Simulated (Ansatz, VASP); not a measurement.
# LiNbO3: VASP beside Ansatz

```
CELL_PARAMETERS angstrom
3.97211 0.00000 0.00000
0.00000 3.97211 0.00000
0.00000 0.00000 3.97211
ATOMIC_POSITIONS crystal
Li 0.00000 0.00000 0.00000
Nb 0.50000 0.50000 0.50000
O 0.50000 0.50000 0.00000
O 0.50000 0.00000 0.50000
O 0.00000 0.50000 0.50000
```

Alike in both runs: task single point; functional r2SCAN; k mesh 6 × 6 × 6; no spin polarisation.

|  | VASP | Ansatz |
| --- | --- | --- |
| version | VASP 6.6.1 | Ansatz 0.2.0 |
| potentials or method | VASP PAW PBE potentials, release 64 (Li_sv, Nb_sv, O) | plane waves, PAW |
| plane-wave cutoff (eV) | 520 | 500 |
| occupations | gaussian, width 0.01 eV | fixed |
| valence electrons in the cell | 34 | 34 |

```tsv
	VASP	Ansatz	Ansatz less VASP
gap on the k mesh at the Fermi level (eV)	2.03	2.05	+0.019
```

VASP's potentials were made for PBE, not for r2SCAN.

Noted on VASP's run: the cutoff is short for stress, so the pressure is rough.
